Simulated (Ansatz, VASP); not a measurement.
Two plane-wave programs on Be

File INCAR:

```
SYSTEM = Be
ALGO = Fast
EDIFF = 1E-6
EDIFFG = -0.015
ENCUT = 600
GGA = PS
IBRION = 2
ISIF = 3
ISMEAR = 0
LASPH = .True.
LCHARG = .False.
LREAL = .False.
LWAVE = .False.
NELM = 100
NSW = 100
PREC = Accurate
SIGMA = 0.1
```

KPOINTS

```
k-points
0
Gamma
  10 6 4
  0 0 0
```

POSCAR

```
Be
1.0
    1.1185969387     -1.9877438725      0.0002678104
   -3.3272428623     -1.9712617037     -0.0203520190
   -0.0324458094     -0.0177594007     -6.9164160438
Be
8
Direct
    0.5116443594      0.8263841668      0.6339741565
    0.4913972161      0.8516439336      0.1238424311
    0.9800670414      0.3396395062      0.6221936117
    1.0040239709      0.3126349894      0.0992386558
    1.0325816894      0.6704881198      0.8981550967
    0.9798093801      0.7014921322      0.3720799708
    0.5038903144      0.1459711978      0.8810261780
    0.4965860283      0.1517459541      0.3694898994
```

Input for Ansatz:

```yaml
crystal:
  lattice:
    - [1.1185969387, -1.9877438725, 0.0002678104]
    - [-3.3272428623, -1.9712617037, -0.020352019]
    - [-0.0324458094, -0.0177594007, -6.9164160438]
  atoms:
    - { symbol: Be, position: [0.5116443594, 0.8263841668, 0.6339741565] }
    - { symbol: Be, position: [0.4913972161, 0.8516439336, 0.1238424311] }
    - { symbol: Be, position: [0.9800670414, 0.3396395062, 0.6221936117] }
    - { symbol: Be, position: [1.0040239709, 0.3126349894, 0.0992386558] }
    - { symbol: Be, position: [1.0325816894, 0.6704881198, 0.8981550967] }
    - { symbol: Be, position: [0.9798093801, 0.7014921322, 0.3720799708] }
    - { symbol: Be, position: [0.5038903144, 0.1459711978, 0.881026178] }
    - { symbol: Be, position: [0.4965860283, 0.1517459541, 0.3694898994] }
basis:
  ecutwfc: 420
kpoints:
  mp_grid: { grid: [10, 6, 4] }
hamiltonian:
  xc: pbesol
scf:
  occupations: { method: gaussian, width: 0.1 }
output:
  forces: true
  stress: true
  eigenvalues: true
relax:
  adjacent_minimum: "off"
  f_tol: 0.015
  max_steps: 120
  cell: { stress_tol: 0.15 }
```

Change from the starting cell: structure listed in a database for this formula (P6_3/mmc, No. 194); cell x4, atoms moved at random (sigma 0.05 Å) and cell strained at random (1.5 %), then relaxed without symmetry.

Alike in both runs: task relaxation of cell and atoms; functional PBEsol; k mesh 10 × 6 × 4; occupations gaussian, width 0.1 eV; no spin polarisation.

|  | VASP | Ansatz |
| --- | --- | --- |
| version | VASP 6.6.1 | Ansatz 0.2.0 |
| potentials or method | VASP PAW PBE potentials, release 64 (Be), cutoff 600 eV | scalar-relativistic, plane waves, PAW |
| valence electrons in the cell | 16 | 16 |

Ansatz gave:

* gap on the k mesh at the Fermi level, each at its own relaxed structure (eV): none
* relaxed volume (Å³/atom): 7.85
* relaxed cell length with the largest relative difference (Å): 7.075

Task: What did VASP give for the same quantities?

Result: gap on the k mesh at the Fermi level, each at its own relaxed structure (eV): none; relaxed volume (Å³/atom): 7.87; relaxed cell length with the largest relative difference (Å): 7.082.

VASP's potentials were made for PBE, not for PBEsol. A gap of «none» marks a metal or a gap that the smearing closes.
